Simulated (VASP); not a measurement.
A run of VASP 6.6.1:

INCAR

```
SYSTEM = Sb
ALGO = Normal
EDIFF = 1E-6
ENCUT = 520
GGA = RP
ISIF = 2
ISMEAR = -1
IVDW = 13
LASPH = .TRUE.
LCHARG = .TRUE.
LELF = .TRUE.
LREAL = .FALSE.
LVHAR = .TRUE.
LWAVE = .FALSE.
NBANDS = 12
NELM = 100
PREC = Accurate
SIGMA = 0.05
```

KPOINTS

```
k-points
0
G
  8 8 8
  0 0 0
```

Contents of POSCAR:

```
Sb
1.0
    2.1452018482      1.2385328645      3.6151529244
   -2.1452018482      1.2385328645      3.6151529244
    0.0000000000     -2.4770657291      3.6151529244
Sb
2
Direct
    0.7619269559      0.7619269559      0.7619269559
    0.2380730441      0.2380730441      0.2380730441
```

Potentials or basis: VASP PAW PBE potentials, release 64 (Sb).

Launch:

```console
$ cat potpaw_PBE.64/Sb/POTCAR > POTCAR
$ mpirun -np 1 vasp_std > vasp.out
```

Hardware: 1 thread of Intel Xeon 8259CL (shared host).

Estimate the wall time of this run.

It took 56 s on 1 thread of Intel Xeon 8259CL, on a shared host, peak memory 0.22 GiB. Counts: scf iterations 11, k points 65.
